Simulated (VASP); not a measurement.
# MgO (P6_3/mmc) in VASP: further runs

The runs below take MgO through single point, with PBE.

Everything below comes from runs of VASP 6.6.1. Logs are shortened: lines on timing, memory, paths and dates and some standing lists are left out, and cuts for length are marked.

## 1. The cell of the first run

It takes space group P6_3/mmc (No. 194, hexagonal). The conventional cell has a = 3.578 Å, b = 3.578 Å, c = 4.040 Å, α = 90.00°, β = 90.00°, γ = 120.00°. Mg (site symmetry -6m2) has 5 O at 2.02 to 2.07 Å within 2.7 Å. Within 2.7 Å of O (site symmetry -6m2) lie 5 Mg at 2.02 to 2.07 Å.

## 2. Single point, PBE (volume 11.199 Å^3 an atom, c/a of the conventional cell 1.1291)

File INCAR:

```
SYSTEM = MgO
PREC = Accurate
ENCUT = 520
EDIFF = 1E-7
ISMEAR = 0
SIGMA = 0.05
LREAL = .False.
LASPH = .True.
NELM = 60
ALGO = Normal
ISIF = 2
LWAVE = .False.
LCHARG = .False.
GGA = PE
NBANDS = 16
```

File KPOINTS:

```
regular mesh
0
Gamma
  9 9 6
  0 0 0
```

File POSCAR:

```
MgO
1.0
    3.5781515619      0.0000000000      0.0000000000
   -1.7890757810      3.0987701512      0.0000000000
    0.0000000000      0.0000000000      4.0400909285
Mg O
2 2
Direct
    0.6666666667      0.3333333333      0.7500000000
    0.3333333333      0.6666666667      0.2500000000
    0.6666666667      0.3333333333      0.2500000000
    0.3333333333      0.6666666667      0.7500000000
```

Potentials or basis: VASP PAW PBE potentials, release 64 (Mg, O).

On the command line:

```bash
> cat potpaw_PBE.64/Mg/POTCAR potpaw_PBE.64/O/POTCAR > POTCAR
> mpirun -np 1 vasp_std > vasp.out
```

OUTCAR:

```text
SYSTEM = MgO
   PREC = Accurate
   ENCUT = 520
   EDIFF = 1E-7
   ISMEAR = 0
   LREAL = .False.
   LASPH = .True.
   NELM = 60
   ISIF = 2
   GGA = PE

 ion  position               nearest neighbor table
   1  0.667  0.333  0.750-   3 2.02   3 2.02   4 2.07   4 2.07   4 2.07   2 2.89   2 2.89   2 2.89
                             2 2.89   2 2.89   2 2.89
   2  0.333  0.667  0.250-   4 2.02   4 2.02   3 2.07   3 2.07   3 2.07   1 2.89   1 2.89   1 2.89
                             1 2.89   1 2.89   1 2.89
   3  0.667  0.333  0.250-   1 2.02   1 2.02   2 2.07   2 2.07   2 2.07
   4  0.333  0.667  0.750-   2 2.02   2 2.02   1 2.07   1 2.07   1 2.07

  LATTYP: Found a hexagonal cell.
 ALAT       =     3.5781515619
 C/A-ratio  =     1.1291000000

  Lattice vectors:

 A1 = (   3.5781515619,   0.0000000000,   0.0000000000)
 A2 = (  -1.7890757810,   3.0987701512,   0.0000000000)
 A3 = (   0.0000000000,   0.0000000000,   4.0400909285)

Analysis of symmetry for initial positions (statically):
=====================================================================
 Subroutine PRICEL returns:
 Original cell was already a primitive cell.

 Routine SETGRP: Setting up the symmetry group for a
 hexagonal supercell.

 Subroutine GETGRP returns: Found 24 space group operations
 (whereof 12 operations were pure point group operations)
 out of a pool of 24 trial point group operations.

The static configuration has the point symmetry D_3d.
 The point group associated with its full space group is D_6h.

Analysis of symmetry for dynamics (positions and initial velocities):
=====================================================================
 Subroutine PRICEL returns:
 Original cell was already a primitive cell.

 Routine SETGRP: Setting up the symmetry group for a
 hexagonal supercell.

 Subroutine GETGRP returns: Found 24 space group operations
 (whereof 12 operations were pure point group operations)
 out of a pool of 24 trial point group operations.

The dynamic configuration has the point symmetry D_3d.
 The point group associated with its full space group is D_6h.

 Subroutine INISYM returns: Found 24 space group operations
 (whereof 12 operations are pure point group operations),
 and found     1 'primitive' translations

----------------------------------------------------------------------------------------

                                     Primitive cell

  volume of cell :      44.7960

  direct lattice vectors                    reciprocal lattice vectors
     3.578151562  0.000000000  0.000000000     0.279473908  0.161354336  0.000000000
    -1.789075781  3.098770151  0.000000000     0.000000000  0.322708672  0.000000000
     0.000000000  0.000000000  4.040090928     0.000000000  0.000000000  0.247519182

  length of vectors
     3.578151562  3.578151562  4.040090928     0.322708672  0.322708672  0.247519182

  position of ions in fractional coordinates (direct lattice)
     0.666666667  0.333333333  0.750000000
     0.333333333  0.666666667  0.250000000
     0.666666667  0.333333333  0.250000000
     0.333333333  0.666666667  0.750000000

  ion indices of the primitive-cell ions
   primitive index   ion index
                 1           1
                 2           2
                 3           3
                 4           4

----------------------------------------------------------------------------------------

 KPOINTS: regular mesh

Automatic generation of k-mesh.
 Grid dimensions read from file:
 generate k-points for:    9    9    6

 Generating k-lattice:

  Cartesian coordinates                     Fractional coordinates (reciprocal lattice)
     0.031052656  0.017928260  0.000000000     0.111111111 -0.000000000  0.000000000
     0.000000000  0.035856519  0.000000000     0.000000000  0.111111111  0.000000000
     0.000000000  0.000000000  0.041253197     0.000000000  0.000000000  0.166666667

  Length of vectors
     0.035856519  0.035856519  0.041253197

  Shift w.r.t. Gamma in fractional coordinates (k-lattice)
     0.000000000  0.000000000  0.000000000

 Subroutine IBZKPT returns following result:
 ===========================================

 Found     48 irreducible k-points:

 Following reciprocal coordinates:
            Coordinates               Weight
  0.000000  0.000000  0.000000      1.000000
  0.111111  0.000000  0.000000      6.000000
  0.222222  0.000000  0.000000      6.000000
  0.333333 -0.000000  0.000000      6.000000
  0.444444  0.000000  0.000000      6.000000
  0.111111  0.111111  0.000000      6.000000
[... 16 lines left out ...]
  0.333333  0.222222  0.166667     24.000000
  0.333333  0.333333  0.166667      4.000000
 [... further k-points ...]
   k-points           NKPTS =     48   k-points in BZ     NKDIM =     48   number of bands    NBANDS=     16
   number of dos      NEDOS =    301   number of ions     NIONS =      4
   total plane-waves  NPLWV =  23520
   dimension x,y,z NGX =    28 NGY =   28 NGZ =   30
   dimension x,y,z NGXF=    56 NGYF=   56 NGZF=   60
   ions per type =               2   2
   NGX,Y,Z   is equivalent  to a cutoff of  13.01, 13.01, 12.34 a.u.
   NGXF,Y,Z  is equivalent  to a cutoff of  26.02, 26.02, 24.69 a.u.
 SYSTEM =  MgO
   PREC   = accura    normal or accurate (medium, high low for compatibility)
   ISTART =      0    job   : 0-new  1-cont  2-samecut
   ICHARG =      2    charge: 1-file 2-atom 10-const
   ISPIN  =      1    spin polarized calculation?
   LNONCOLLINEAR =      F non collinear calculations
   LSORBIT =      F    spin-orbit coupling
   LASPH  =      T    aspherical Exc in radial PAW
   ENCUT  =  520.0 eV  38.22 Ry    6.18 a.u.   6.65  6.65  7.51*2*pi/ulx,y,z
   NELM   =     60;   NELMIN=  2; NELMDL= -5     # of ELM steps
   EDIFF  = 0.1E-06   stopping-criterion for ELM
   LREAL  =      F    real-space projection
   EDIFFG = 0.1E-05   stopping-criterion for IOM
   NSW    =      0    number of steps for IOM
   IBRION =     -1    ionic relax: 0-MD 1-quasi-New 2-CG
   NFREE  =      0    steps in history (QN), initial steepest desc. (CG)
   ISIF   =      2    stress and relaxation
   ISYM   =      2    0-nonsym 1-usesym 2-fastsym
   POTIM  = 0.5000    time-step for ionic-motion
   TEBEG  =    0.0;   TEEND  =   0.0 temperature during run
   PSTRESS=    0.0 pullay stress
   NELECT =      16.0000    total number of electrons
   NUPDOWN=      -1.0000    fix difference up-down
   EMIN   =  10.00;   EMAX   =-10.00  energy-range for DOS
   EFERMI =   0.00;   METHOD = LEGACY
   ISMEAR =     0;   SIGMA  =   0.05  broadening in eV -4-tet -1-fermi 0-gaus
   EFERMI_NEDOS =   21; number of points for ismear=-14 and -15
   IALGO  =     38    algorithm
   IMIX   =      4    mixing-type and parameters
     AMIX     =   0.40;   BMIX     =  1.00
     AMIX_MAG =   1.60;   BMIX_MAG =  1.00
  volume/ion in A,a.u.               =      11.20        75.57
  Fermi-wavevector in a.u.,A,eV,Ry     =   1.161542  2.194997 18.356720  1.349181
  Thomas-Fermi vector in A             =   2.298113
   LORBIT       =      0    0 simple, 1 ext, 2 COOP (PROOUT), +10 PAW based schemes
   GGA     = PE    functional components
   LHFCALC =     F    Hartree Fock is set to
   AEXX    =    0.0000 exact exchange contribution
   IVDW    =     0    specifies the selected vdW correction
   LEPSILON=     F    determine dielectric tensor
   LRPA    =     F    only Hartree local field effects (RPA)
 non-spin polarized calculation
 Gauss-broadening in eV      SIGMA  =   0.05
  energy-cutoff  :      520.00
  volume of cell :       44.80
 maximum number of plane-waves:      1233
 NGX is ok and might be reduce to    28
   NGX = 13   NGY = 13   NGZ = 15

 number of electron      15.9999993 magnetization

 Free energy of the ion-electron system (eV)
  ---------------------------------------------------
  ext. energy  EPLUGINS =         0.00000000
  ---------------------------------------------------
  free energy    TOTEN  =       -23.60237658 eV

  energy without entropy =      -23.60237658  energy(sigma->0) =      -23.60237658

 E-fermi :   2.0498     XC(G=0):  -9.9704

 val. band max:        1.7686758296   @ k =   0.0000   0.0000   0.0000
 cond. band min:       5.1938633769   @ k =   0.0000   0.0000   0.0000
 fundamental gap:      3.4251875473
 Fermi energy:         2.0498439065

 k-point     1 :       0.0000    0.0000    0.0000
  band No.  band energies     occupation
      1     -15.0139      2.00000
      2     -13.5750      2.00000
      3      -1.5865      2.00000
      4       0.0658      2.00000
      5       0.0658      2.00000
      6       1.1481      2.00000
[... 8 lines left out ...]
     15      17.2195      0.00000
     16      17.2631      0.00000

 k-point     2 :       0.1111    0.0000    0.0000
  band No.  band energies     occupation
      1     -14.9578      2.00000
      2     -13.5929      2.00000
      3      -1.4995      2.00000
      4      -0.1010      2.00000
      5      -0.0318      2.00000
      6       0.8639      2.00000
[... 8 lines left out ...]
     15      16.7737      0.00000
     16      16.8794      0.00000

 k-point     3 :       0.2222    0.0000    0.0000
  band No.  band energies     occupation
      1     -14.8017      2.00000
      2     -13.6505      2.00000
      3      -1.2504      2.00000
      4      -0.6035      2.00000
      5      -0.2370      2.00000
      6       0.4667      2.00000
[... 8 lines left out ...]
     15      15.8891      0.00000
     16      16.6652      0.00000

 k-point     4 :       0.3333   -0.0000    0.0000
  band No.  band energies     occupation
      1     -14.5858      2.00000
      2     -13.7528      2.00000
      3      -1.1816      2.00000
      4      -0.8815      2.00000
      5      -0.4286      2.00000
      6       0.2382      2.00000
[... 8 lines left out ...]
     15      15.4659      0.00000
     16      16.8260      0.00000
[... 324 lines left out ...]
 k-point    22 :       0.2222    0.2222    0.1667
  band No.  band energies     occupation
      1     -14.4076      2.00000
      2     -13.8407      2.00000
      3      -1.3309      2.00000
      4      -1.2798      2.00000
      5      -0.2595      2.00000
      6       0.1775      2.00000
[... 8 lines left out ...]
     15      16.6000      0.00000
     16      17.2915      0.00000

 k-point    23 :       0.3333    0.2222    0.1667
  band No.  band energies     occupation
      1     -14.2338      2.00000
      2     -13.9508      2.00000
      3      -1.6031      2.00000
      4      -1.0444      2.00000
      5      -0.6237      2.00000
      6       0.4121      2.00000
[... 8 lines left out ...]
     15      16.4198      0.00000
     16      17.5004      0.00000

 k-point    24 :       0.3333    0.3333    0.1667
  band No.  band energies     occupation
      1     -14.0813      2.00000
      2     -14.0813      2.00000
      3      -1.5984      2.00000
      4      -0.9108      2.00000
      5      -0.9108      2.00000
      6       0.7500      2.00000
[... 8 lines left out ...]
     15      16.3054      0.00000
     16      18.1730      0.00000

 [... further k-points ...]
[... 5 lines left out ...]
  --------------------------------------------------------------------------------------
  -------------------------------------------------------------------------------------
  Total       -0.3283214     -0.3283214      3.1223184      0.0000000      0.0000000      0.0000000
  in kB      -11.7427711    -11.7427711    111.6730913      0.0000000      0.0000000      0.0000000
  external PRESSURE =      29.3958497 kB  Pullay stress =       0.0000000 kB

 VOLUME and BASIS-vectors are now :
 -----------------------------------------------------------------------------
  energy-cutoff  :      520.00
  volume of cell :       44.80
      direct lattice vectors                 reciprocal lattice vectors
     3.578151562  0.000000000  0.000000000     0.279473908  0.161354336  0.000000000
    -1.789075781  3.098770151  0.000000000     0.000000000  0.322708672  0.000000000
     0.000000000  0.000000000  4.040090928     0.000000000  0.000000000  0.247519182

 POSITION                                       TOTAL-FORCE (eV/Angst)
 -----------------------------------------------------------------------------------
      1.78908      1.03292      3.03007         0.000000      0.000000      0.000000
     -0.00000      2.06585      1.01002        -0.000000     -0.000000      0.000000
      1.78908      1.03292      1.01002         0.000000     -0.000000      0.000000
     -0.00000      2.06585      3.03007        -0.000000      0.000000      0.000000
 -----------------------------------------------------------------------------------
    total drift:                                0.000000     -0.000000      0.000000

  FREE ENERGIE OF THE ION-ELECTRON SYSTEM (eV)
  ---------------------------------------------------
  free  energy   TOTEN  =       -23.6023765752 eV

  energy  without entropy=      -23.6023765752  energy(sigma->0) =      -23.60237658
```

It took 28 s on 1 thread of Intel Xeon 6975P-C (Granite Rapids), shared host; peak memory 0.17 GiB.

What came out:

```
Free energy            : -23.6024 eV
Pressure               : 2.9 GPa
Band gap on the k mesh : 3.43 eV, direct
```

Stress tensor (GPa, compression positive):
```
-1.17  0.00  0.00
 0.00 -1.17  0.00
 0.00  0.00 11.17
```

## 3. Single point, PBE (volume 11.017 Å^3 an atom, c/a of the conventional cell 1.2632)

File INCAR:

```
SYSTEM = MgO
ALGO = Normal ; EDIFF = 1E-6
ENCUT = 520 ; GGA = PE
ISIF = 2 ; ISMEAR = 0
LASPH = .True. ; LCHARG = .False.
LREAL = .False. ; LWAVE = .False.
NBANDS = 16 ; NELM = 80
PREC = Accurate ; SIGMA = 0.05
```

File KPOINTS:

```
k-points
0
Gamma
  9 9 6
  0 0 0
```

File POSCAR:

```
MgO
1.0
    3.4279951386      0.0000000000      0.0000000000
   -1.7139975693      2.9687308740      0.0000000000
    0.0000000000      0.0000000000      4.3302434590
Mg O
2 2
Direct
    0.6666666667      0.3333333333      0.7500000000
    0.3333333333      0.6666666667      0.2500000000
    0.6666666667      0.3333333333      0.2500000000
    0.3333333333      0.6666666667      0.7500000000
```

Potentials or basis: VASP PAW PBE potentials, release 64 (Mg, O).

On the command line:

```bash
> cat potpaw_PBE.64/Mg/POTCAR potpaw_PBE.64/O/POTCAR > POTCAR
> mpirun -np 1 vasp_std > vasp.out
```

Run time: 29 s. Hardware: 1 thread of Intel Xeon 6975P-C (Granite Rapids), shared host; peak memory 0.17 GiB.

It converged, with:

```yaml
Free_energy: -23.6232 eV
Pressure: 4.2 GPa
Band_gap_on_the_k_mesh: 3.37 eV, direct
```

Stress tensor (GPa, compression positive):
```
 6.88  0.00  0.00
 0.00  6.88  0.00
 0.00  0.00 -1.29
```

Levels at points of the mesh, in eV from the valence-band top:
```tsv
k point	band 5	band 6	band 7	band 8	band 9	band 10	band 11	band 12
(0.00, 0.00, 0.00)	-1.72	-0.93	-0.93	0.00	3.37	9.26	11.72	12.84
(0.00, 0.00, 0.50)	-1.34	-1.34	-1.34	-1.34	6.36	6.36	13.20	13.20
```

## 4. Single point, PBE (volume 10.653 Å^3 an atom, c/a of the conventional cell 1.1474)

File INCAR:

```
  PREC = Accurate
  ENCUT = 520
  EDIFF = 1E-6
  ISMEAR = 0
  SIGMA = 0.05
  LREAL = False
  LASPH = True
  NELM = 60
  ALGO = Normal
  ISIF = 2
  LWAVE = False
  LCHARG = False
  GGA = PE
  NBANDS = 16
```

File KPOINTS:

```
regular mesh
0
Gamma
  9 9 6
```

File POSCAR:

```
MgO
1.0
    3.5002211152      0.0000000000      0.0000000000
   -1.7501105576      3.0312804046      0.0000000000
    0.0000000000      0.0000000000      4.0161537075
Mg O
2 2
Direct
    0.6666666667      0.3333333333      0.7500000000
    0.3333333333      0.6666666667      0.2500000000
    0.6666666667      0.3333333333      0.2500000000
    0.3333333333      0.6666666667      0.7500000000
```

Potentials or basis: VASP PAW PBE potentials, release 64 (Mg, O).

On the command line:

```bash
> cat potpaw_PBE.64/Mg/POTCAR potpaw_PBE.64/O/POTCAR > POTCAR
> mpirun -np 1 vasp_std > vasp.out
```

OUTCAR:

```text
PREC = Accurate
   ENCUT = 520
   EDIFF = 1E-6
   ISMEAR = 0
   LREAL = False
   LASPH = True
   NELM = 60
   ISIF = 2
   GGA = PE

 ion  position               nearest neighbor table
   1  0.667  0.333  0.750-   3 2.01   3 2.01   4 2.02   4 2.02   4 2.02   2 2.85   2 2.85   2 2.85
                             2 2.85   2 2.85   2 2.85
   2  0.333  0.667  0.250-   4 2.01   4 2.01   3 2.02   3 2.02   3 2.02   1 2.85   1 2.85   1 2.85
                             1 2.85   1 2.85   1 2.85
   3  0.667  0.333  0.250-   1 2.01   1 2.01   2 2.02   2 2.02   2 2.02
[... 663 lines left out ...]
  -------------------------------------------------------------------------------------
  Total        1.5342822      1.5342822      4.7238841      0.0000000     -0.0000000     -0.0000000
  in kB       57.6877902     57.6877902    177.6142887      0.0000000     -0.0000000     -0.0000000
  external PRESSURE =      97.6632897 kB  Pullay stress =       0.0000000 kB

 VOLUME and BASIS-vectors are now :
 -----------------------------------------------------------------------------
  energy-cutoff  :      520.00
  volume of cell :       42.61
      direct lattice vectors                 reciprocal lattice vectors
     3.500221115  0.000000000  0.000000000     0.285696237  0.164946799  0.000000000
    -1.750110558  3.031280405  0.000000000     0.000000000  0.329893598  0.000000000
     0.000000000  0.000000000  4.016153708     0.000000000  0.000000000  0.248994454

 POSITION                                       TOTAL-FORCE (eV/Angst)
 -----------------------------------------------------------------------------------
      1.75011      1.01043      3.01212        -0.000000     -0.000000      0.000000
     -0.00000      2.02085      1.00404         0.000000     -0.000000      0.000000
      1.75011      1.01043      1.00404        -0.000000      0.000000      0.000000
     -0.00000      2.02085      3.01212         0.000000     -0.000000      0.000000
 -----------------------------------------------------------------------------------
    total drift:                               -0.000000      0.000000     -0.000000

  FREE ENERGIE OF THE ION-ELECTRON SYSTEM (eV)
  ---------------------------------------------------
  free  energy   TOTEN  =       -23.5509018716 eV

  energy  without entropy=      -23.5509018716  energy(sigma->0) =      -23.55090187
```

stdout:

```text
POSCAR found type information on POSCAR MgO
 POSCAR found :  2 types and       4 ions
 scaLAPACK will be used
 LDA part: xc-table for (Slater+PW92), standard interpolation
 POSCAR, INCAR and KPOINTS ok, starting setup
 FFT: planning ... GRIDC
 FFT: planning ... GRID_SOFT
 FFT: planning ... GRID
 WAVECAR not read
 entering main loop
```

Wall time 40 s (1 thread of Intel Xeon 8259CL, shared host); peak memory 0.18 GiB.

What came out:

```
Free energy            : -23.5509 eV
Pressure               : 9.8 GPa
Band gap on the k mesh : 3.64 eV, direct
```

Levels at points of the mesh, in eV from the valence-band top:
| k point | band 5 | band 6 | band 7 | band 8 | band 9 | band 10 | band 11 | band 12 |
| --- | --- | --- | --- | --- | --- | --- | --- | --- |
| (0.00, 0.00, 0.00) | -1.81 | -0.74 | -0.74 | 0.00 | 3.64 | 9.99 | 12.54 | 12.54 |
| (0.00, 0.00, 0.50) | -1.30 | -1.30 | -1.30 | -1.30 | 6.73 | 6.73 | 12.90 | 12.90 |

## 5. Summary

```csv
cell,gap on the mesh (eV),pressure (GPa)
"a = 3.578, b = 3.578, c = 4.040 Å, angles 90.0, 90.0, 120.0°, 4 atoms",3.43,2.9
"a = 3.428, b = 3.428, c = 4.330 Å, angles 90.0, 90.0, 120.0°, 4 atoms",3.37,4.2
"a = 3.500, b = 3.500, c = 4.016 Å, angles 90.0, 90.0, 120.0°, 4 atoms",3.64,9.8
```

Alike in all rows: task single point; level PBE; potentials or basis VASP PAW PBE potentials, release 64 (Mg, O); no spin polarisation; k mesh 9 × 9 × 6; cutoff (eV) 520; smearing gaussian 0.05 eV.

Total energies depend on the potentials used, so only differences within one code and one set of settings carry meaning.
